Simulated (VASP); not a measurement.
# Ca in VASP: a series of runs, part 2 of 2

VASP 6.6.1. Earlier steps stand in the parts before.

## Step 3: Relaxation of cell and atoms, PBE

This run uses another cell than the first one, of 42.20 Å³/atom.

INCAR

```
SYSTEM = Ca
  PREC = Accurate
  ENCUT = 600
  EDIFF = 1E-6
  ISMEAR = 0
  SIGMA = 0.1
  LREAL = .False.
  LASPH = .True.
  NELM = 60
  ALGO = Normal
  ISIF = 3
  LWAVE = .False.
  LCHARG = .False.
  GGA = PE
  IBRION = 2
  NSW = 90
  EDIFFG = -0.04
```

KPOINTS

```
regular mesh
0
Gamma
  6 6 4
  0 0 0
```

POSCAR

```
Ca
1.0
    1.9386938950     -3.3166497490      0.0000000000
    1.9386938950      3.3166497490      0.0000000000
    0.0000000000      0.0000000000      6.5625772368
Ca
2
Direct
    0.3312969800      0.6687030200      0.2500000000
    0.6687030200      0.3312969800      0.7500000000
```

Potentials or basis: VASP PAW PBE potentials, release 64 (Ca_sv).

The run is started by

```console
> cat potpaw_PBE.64/Ca_sv/POTCAR > POTCAR
> mpirun -np 1 vasp_std > vasp.out
```

OUTCAR:

```text
SYSTEM = Ca
   PREC = Accurate
   ENCUT = 600
   EDIFF = 1E-6
   ISMEAR = 0
   LREAL = .False.
   LASPH = .True.
   NELM = 60
   ISIF = 3
   GGA = PE
   IBRION = 2
   NSW = 90
   EDIFFG = -0.04

 ion  position               nearest neighbor table
   1  0.331  0.669  0.250-
   2  0.669  0.331  0.750-

  LATTYP: Found a base centered orthorhombic cell.
 ALAT       =     3.8773877900
 B/A-ratio  =     1.7107650452
 C/A-ratio  =     1.6925253785

  Lattice vectors:

 A1 = (   1.9386938950,  -3.3166497490,   0.0000000000)
 A2 = (   1.9386938950,   3.3166497490,   0.0000000000)
 A3 = (   0.0000000000,   0.0000000000,   6.5625772368)

Analysis of symmetry for initial positions (statically):
=====================================================================
 Subroutine PRICEL returns:
 Original cell was already a primitive cell.

 Routine SETGRP: Setting up the symmetry group for a
 base centered orthorhombic supercell.

 Subroutine GETGRP returns: Found  8 space group operations
 (whereof  4 operations were pure point group operations)
 out of a pool of  8 trial point group operations.

The static configuration has the point symmetry C_2h.
 The point group associated with its full space group is D_2h.

Analysis of symmetry for dynamics (positions and initial velocities):
=====================================================================
 Subroutine PRICEL returns:
 Original cell was already a primitive cell.

 Routine SETGRP: Setting up the symmetry group for a
 base centered orthorhombic supercell.

 Subroutine GETGRP returns: Found  8 space group operations
 (whereof  4 operations were pure point group operations)
 out of a pool of  8 trial point group operations.

The dynamic configuration has the point symmetry C_2h.
 The point group associated with its full space group is D_2h.

 Subroutine INISYM returns: Found  8 space group operations
 (whereof  4 operations are pure point group operations),
 and found     1 'primitive' translations

----------------------------------------------------------------------------------------

                                     Primitive cell

  volume of cell :      84.3943

  direct lattice vectors                    reciprocal lattice vectors
     1.938693895 -3.316649749  0.000000000     0.257905594 -0.150754538  0.000000000
     1.938693895  3.316649749  0.000000000     0.257905594  0.150754538  0.000000000
     0.000000000  0.000000000  6.562577237     0.000000000  0.000000000  0.152379159

  length of vectors
     3.841705295  3.841705295  6.562577237     0.298734374  0.298734374  0.152379159

  position of ions in fractional coordinates (direct lattice)
     0.331296980  0.668703020  0.250000000
     0.668703020  0.331296980  0.750000000

  ion indices of the primitive-cell ions
   primitive index   ion index
                 1           1
                 2           2

----------------------------------------------------------------------------------------

 KPOINTS: regular mesh

Automatic generation of k-mesh.
 Grid dimensions read from file:
 generate k-points for:    6    6    4
[... 49 lines left out ...]
   dimension x,y,z NGX =    32 NGY =   32 NGZ =   54
   dimension x,y,z NGXF=    64 NGYF=   64 NGZF=  108
   ions per type =               2
   NGX,Y,Z   is equivalent  to a cutoff of  13.85, 13.85, 13.68 a.u.
   NGXF,Y,Z  is equivalent  to a cutoff of  27.70, 27.70, 27.36 a.u.
 SYSTEM =  Ca
   PREC   = accura    normal or accurate (medium, high low for compatibility)
   ISTART =      0    job   : 0-new  1-cont  2-samecut
   ICHARG =      2    charge: 1-file 2-atom 10-const
   ISPIN  =      1    spin polarized calculation?
   LNONCOLLINEAR =      F non collinear calculations
   LSORBIT =      F    spin-orbit coupling
   LASPH  =      T    aspherical Exc in radial PAW
   ENCUT  =  600.0 eV  44.10 Ry    6.64 a.u.   7.67  7.67 13.11*2*pi/ulx,y,z
   NELM   =     60;   NELMIN=  2; NELMDL= -5     # of ELM steps
   EDIFF  = 0.1E-05   stopping-criterion for ELM
   LREAL  =      F    real-space projection
   EDIFFG = -.4E-01   stopping-criterion for IOM
   NSW    =     90    number of steps for IOM
   IBRION =      2    ionic relax: 0-MD 1-quasi-New 2-CG
   NFREE  =      1    steps in history (QN), initial steepest desc. (CG)
   ISIF   =      3    stress and relaxation
   ISYM   =      2    0-nonsym 1-usesym 2-fastsym
   POTIM  = 0.5000    time-step for ionic-motion
   TEBEG  =    0.0;   TEEND  =   0.0 temperature during run
   PSTRESS=    0.0 pullay stress
   NELECT =      20.0000    total number of electrons
   NUPDOWN=      -1.0000    fix difference up-down
   EMIN   =  10.00;   EMAX   =-10.00  energy-range for DOS
   EFERMI =   0.00;   METHOD = LEGACY
   ISMEAR =     0;   SIGMA  =   0.10  broadening in eV -4-tet -1-fermi 0-gaus
   EFERMI_NEDOS =   21; number of points for ismear=-14 and -15
   IALGO  =     38    algorithm
   IMIX   =      4    mixing-type and parameters
     AMIX     =   0.40;   BMIX     =  1.00
     AMIX_MAG =   1.60;   BMIX_MAG =  1.00
  volume/ion in A,a.u.               =      42.20       284.76
  Fermi-wavevector in a.u.,A,eV,Ry     =   1.013088  1.914458 13.964296  1.026347
  Thomas-Fermi vector in A             =   2.146236
   LORBIT       =      0    0 simple, 1 ext, 2 COOP (PROOUT), +10 PAW based schemes
   GGA     = PE    functional components
   LHFCALC =     F    Hartree Fock is set to
   AEXX    =    0.0000 exact exchange contribution
   IVDW    =     0    specifies the selected vdW correction
   LEPSILON=     F    determine dielectric tensor
   LRPA    =     F    only Hartree local field effects (RPA)
 conjugate gradient relaxation of ions
 non-spin polarized calculation
 Gauss-broadening in eV      SIGMA  =   0.10
  energy-cutoff  :      600.00
  volume of cell :       84.39
 maximum number of plane-waves:      2850
   NGX = 15   NGY = 15   NGZ = 27

--------------------------------------- Ionic step        1  -------------------------------------------

 number of electron      20.0000002 magnetization

 Free energy of the ion-electron system (eV)
  ---------------------------------------------------
  ext. energy  EPLUGINS =         0.00000000
  ---------------------------------------------------
  free energy    TOTEN  =        -3.83552713 eV

  energy without entropy =       -3.82265266  energy(sigma->0) =       -3.82908990

------------------------ aborting loop because EDIFF is reached ----------------------------------------

  FORCE on cell =-STRESS in cart. coord.  units (eV):
  Direction    XX          YY          ZZ          XY          YZ          ZX
  --------------------------------------------------------------------------------------
  -------------------------------------------------------------------------------------
  Total        0.1099143      0.1618290     -0.1725309      0.0000000     -0.0000000      0.0000000
  in kB        2.0866596      3.0722289     -3.2753998      0.0000000     -0.0000000      0.0000000
  external PRESSURE =       0.6278296 kB  Pullay stress =       0.0000000 kB
[... 59 lines left out ...]
--------------------------------------- Ionic step        3  -------------------------------------------

 number of electron      20.0000000 magnetization

 Free energy of the ion-electron system (eV)
  ---------------------------------------------------
  ext. energy  EPLUGINS =         0.00000000
  ---------------------------------------------------
  free energy    TOTEN  =        -3.83742534 eV

  energy without entropy =       -3.82233956  energy(sigma->0) =       -3.82988245

 E-fermi :   1.9811     XC(G=0):  -7.7167

 val. band max:        1.9637066757   @ k =   0.3333   0.3333   0.2500
 cond. band min:       1.9916666571   @ k =   0.5000   0.1667   0.0000
 fundamental gap:      0.0279599814
 Fermi energy:         1.9810752546

 k-point     1 :       0.0000    0.0000    0.0000
  band No.  band energies     occupation
      1     -40.0741      2.00000
      2     -40.0623      2.00000
      3     -21.1098      2.00000
      4     -21.0148      2.00000
      5     -21.0134      2.00000
      6     -20.9979      2.00000
      7     -20.9976      2.00000
      8     -20.9829      2.00000
      9      -2.0781      2.00000
     10       0.8661      2.00000
     11       1.6793      1.99998
     12       4.1617      0.00000
     13       4.2310      0.00000
     14       4.3184      0.00000
[... 377 lines left out ...]
      1     -40.0596      2.00000
      2     -40.0567      2.00000
      3     -21.1169      2.00000
      4     -21.1056      2.00000
      5     -21.0598      2.00000
      6     -21.0429      2.00000
      7     -21.0339      2.00000
      8     -21.0082      2.00000
      9       0.7130      2.00000
     10       1.7914      1.99268
     11       2.2110      0.00115
     12       2.4804      0.00000
     13       3.3055      0.00000
     14       3.6185      0.00000

 [... further k-points ...]
[... 5 lines left out ...]
  --------------------------------------------------------------------------------------
  -------------------------------------------------------------------------------------
  Total       -0.0197230     -0.0052001     -0.0226963      0.0000000      0.0000000      0.0000000
  in kB       -0.3723332     -0.0981678     -0.4284642      0.0000000      0.0000000      0.0000000
  external PRESSURE =      -0.2996551 kB  Pullay stress =       0.0000000 kB
[... 17 lines left out ...]
  FREE ENERGIE OF THE ION-ELECTRON SYSTEM (eV)
  ---------------------------------------------------
  free  energy   TOTEN  =        -3.8374253443 eV

  energy  without entropy=       -3.8223395551  energy(sigma->0) =       -3.82988245

 reached required accuracy - stopping structural energy minimisation
```

CONTCAR:

```text
Ca
   1.00000000000000
     1.9509974153334928   -3.3476397591431248    0.0000000000000000
     1.9509974153334928    3.3476397591431248    0.0000000000000000
     0.0000000000000000   -0.0000000000000000    6.4972029025728508
  Ca
     2
Direct
     0.3312453712296453    0.6687546287703546    0.2500000000000000
     0.6687546287703546    0.3312453712296453    0.7500000000000000

  0.00000000E+00  0.00000000E+00  0.00000000E+00
  0.00000000E+00  0.00000000E+00  0.00000000E+00
```

It took 2.7 min on 1 thread of Intel Xeon 8259CL, shared host; peak memory 0.26 GiB.

Results:

| Item | Value |
| --- | --- |
| Free energy | -3.8374 eV |
| Relaxed volume | 42.43 Å³/atom |
| Relaxed cell | a = 3.875 Å, b = 3.875 Å, c = 6.497 Å, α = 90.00°, β = 90.00°, γ = 119.53° |
| Space group after relaxing (to 0.1 Å) | P6_3/mmc (No. 194) |
| Energy gained by relaxing | 0.9 meV/atom |
| Ionic steps | 3 |
| Pressure after relaxing | 0.0 GPa |
| Band gap on the k mesh | zero (bands 10 and 11 overlap by 0.45 eV) |

The path:
| step | energy change (eV) | largest force (eV/Å) | pressure (GPa) | volume (Å³) |
| --- | --- | --- | --- | --- |
| 1 | 0.0000 | 0.0030 | 0.06 | 84.39 |
| 2 | -0.0013 | 0.0018 | 0.02 | 84.59 |
| 3 | -0.0019 | 0.0001 | -0.03 | 84.87 |

Final structure:
```xyz
2
Lattice="1.9510 -3.3476 0.0000 1.9510 3.3476 0.0000 0.0000 0.0000 6.4972" Properties=species:S:1:pos:R:3 pbc="T T T"
Ca    1.9510    1.1299    1.6243
Ca    1.9510   -1.1299    4.8729
```

The gap in the log of VASP goes by the Fermi energy; the results here count the filled bands.